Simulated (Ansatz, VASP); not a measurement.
Rb in VASP and in Ansatz

The input INCAR:

```
SYSTEM = Rb
  ALGO = Normal
  EDIFF = 1E-6
  ENCUT = 520
  GGA = PE
  ISIF = 2
  ISMEAR = -1
  LASPH = .TRUE.
  LCHARG = .FALSE.
  LREAL = .FALSE.
  LWAVE = .FALSE.
  NBANDS = 16
  NELM = 80
  PREC = Accurate
  SIGMA = 0.1
```

KPOINTS

```
k-points
0
G
  12 12 7
  0 0 0
```

File POSCAR:

```
Rb
1.0
    5.1702107914      0.0000000000      0.0000000000
   -2.5851053957      4.4775338883      0.0000000000
    0.0000000000      0.0000000000      8.5203197297
Rb
2
Direct
    0.3333333333      0.6666666667      0.2500000000
    0.6666666667      0.3333333333      0.7500000000
```

Input for Ansatz:

```yaml
crystal:
  lattice:
    - [5.1702107914, 0.0, 0.0]
    - [-2.5851053957, 4.4775338883, 0.0]
    - [0.0, 0.0, 8.5203197297]
  atoms:
    - { symbol: Rb, position: [0.3333333333, 0.6666666667, 0.25] }
    - { symbol: Rb, position: [0.6666666667, 0.3333333333, 0.75] }
hamiltonian:
  xc: pbe
  pseudopotentials:
    kind: paw
    azcp:
      Rb: "pseudopotentials/Rb.paw.azcp"
basis:
  ecutwfc: 420
  fft_grid_basis: typed
kpoints:
  mp_grid: { grid: [12, 12, 7], shift: [0, 0, 0] }
magnetization:
  spin_polarized: false
scf:
  occupations: { method: fermi_dirac, width: 0.1 }
output:
  stress: true
```

Alike in both runs: task single point; functional PBE; k mesh 12 × 12 × 7; occupations fermi-dirac, width 0.1 eV; no spin polarisation.

```csv
,VASP,Ansatz
version,VASP 6.6.1,Ansatz 0.2.0
potentials or method,"VASP PAW PBE potentials, release 64 (Rb_sv), cutoff 520 eV","plane waves (420 eV) with PAW, scalar-relativistic"
valence electrons in the cell,18,18
```

```tsv
	VASP	Ansatz	Ansatz less VASP
pressure (GPa)	-0.2	-0.2	0.00
```
